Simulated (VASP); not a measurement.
Set up this calculation in VASP 6.6.1, as the native input.

```yaml
Task: single point
Functional: PBEsol
Potentials_or_basis: VASP PAW PBE potentials, release 64 (W_sv, S)
Cutoff: 520 eV
k_mesh: 12 × 12 × 2
Occupations: gaussian, width 0.05 eV
Spin: no spin polarisation
Dipole_correction: no
Further_INCAR_settings: ALGO = Normal; EDIFF = 1e-06; NBANDS = 35
```

The structure of WS2 lies in POSCAR:

```
WS2
1.0
    3.1461313781      0.0000000000      0.0000000000
   -1.5730656891      2.7246296971      0.0000000000
    0.0000000000      0.0000000000     12.6917314098
W S
2 4
Direct
    0.3333333333      0.6666666667      0.2500000000
    0.6666666667      0.3333333333      0.7500000000
    0.3333333333      0.6666666667      0.6264891170
    0.6666666667      0.3333333333      0.1264891170
    0.3333333333      0.6666666667      0.8735108830
    0.6666666667      0.3333333333      0.3735108830
```

One way to write it, as run:

INCAR

```
SYSTEM = WS2
ALGO = Normal ; EDIFF = 1E-6
ENCUT = 520 ; GGA = PS
ISIF = 2 ; ISMEAR = 0
LASPH = .True. ; LCHARG = .False.
LREAL = .False. ; LWAVE = .False.
NBANDS = 35 ; NELM = 60
PREC = Accurate ; SIGMA = 0.05
```

KPOINTS

```
k-points
0
Gamma
  12 12 2
  0 0 0
```

Potentials or basis: VASP PAW PBE potentials, release 64 (W_sv, S).

The run is started by

```console
$ cat potpaw_PBE.64/W_sv/POTCAR potpaw_PBE.64/S/POTCAR > POTCAR
$ mpirun -np 1 vasp_std > vasp.out
```

Results of the run:

```
Pressure               : 0.1 GPa
Largest force          : 0.021 eV/Å
Band gap on the k mesh : 1.11 eV, indirect (least direct gap 1.87 eV)
```

Caveat: the PAW data sets were made with another functional, which shifts forces and pressure a little; spin-orbit coupling is left out, which moves the levels of the heavy elements; this functional lacks dispersion, which binds the layers, so the pressure and a relaxed spacing across them are unreliable.

Run time: 4.8 min on 1 thread of AMD EPYC 7R13, with other jobs on the host, peak memory 0.26 GiB.
